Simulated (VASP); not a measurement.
Input of a VASP 6.6.1 run:

File POSCAR:

```
NaF
1.0
    0.0000000000      2.3411190982      2.3411190982
    2.3411190982      0.0000000000      2.3411190982
    2.3411190982      2.3411190982      0.0000000000
Na F
1 1
Direct
    0.0000000000      0.0000000000      0.0000000000
    0.5000000000      0.5000000000      0.5000000000
```

The input INCAR.step1:

```
ALGO     = Normal         # electronic algorithm
EDIFF    = 1E-4           # SCF threshold, eV
ENCUT    = 520            # plane-wave cutoff, eV
GGA      = PE             # functional
ISMEAR   = 0              # smearing method
LASPH    = T              # aspherical terms in the spheres
LCHARG   = F              # write CHGCAR
LREAL    = F              # projectors in reciprocal space
LWAVE    = T              # write WAVECAR
NBANDS   = 14             # bands
NELM     = 60             # most SCF steps
PREC     = Accurate       # precision mode
SIGMA    = 0.01           # smearing width, eV
```

File INCAR.step2:

```
ALGO     = Normal         # electronic algorithm
EDIFF    = 1E-6           # SCF threshold, eV
ENCUT    = 520            # plane-wave cutoff, eV
ISIF     = 2              # what is computed and relaxed
ISMEAR   = 0              # smearing method
ISTART   = 1            
LASPH    = T              # aspherical terms in the spheres
LCHARG   = F              # write CHGCAR
LMIXTAU  = T            
LREAL    = F              # projectors in reciprocal space
LWAVE    = F              # write WAVECAR
METAGGA  = R2SCAN         # meta-GGA
NBANDS   = 14             # bands
NELM     = 60             # most SCF steps
PREC     = Accurate       # precision mode
SIGMA    = 0.01           # smearing width, eV
```

The input KPOINTS:

```
k-points
0
Gamma
  10 10 10
```

Potentials or basis: VASP PAW PBE potentials, release 64 (Na_pv, F).

Run with:

```console
$ cat potpaw_PBE.64/Na_pv/POTCAR potpaw_PBE.64/F/POTCAR > POTCAR
$ cp INCAR.step1 INCAR
$ mpirun -np 1 vasp_std > vasp.out
$ cp INCAR.step2 INCAR
$ mpirun -np 1 vasp_std > vasp.out
```

Question: Estimate the band gap on the k mesh.

Answer: 7.00 eV.

Question: Predict the pressure.

Answer: -3.2 GPa.

Caveat: the cell differs from its parent crystal (strain +1.9%); the cell stands under tension; the PAW data sets were made with another functional, which shifts forces and pressure a little. A k mesh can miss the band edges.
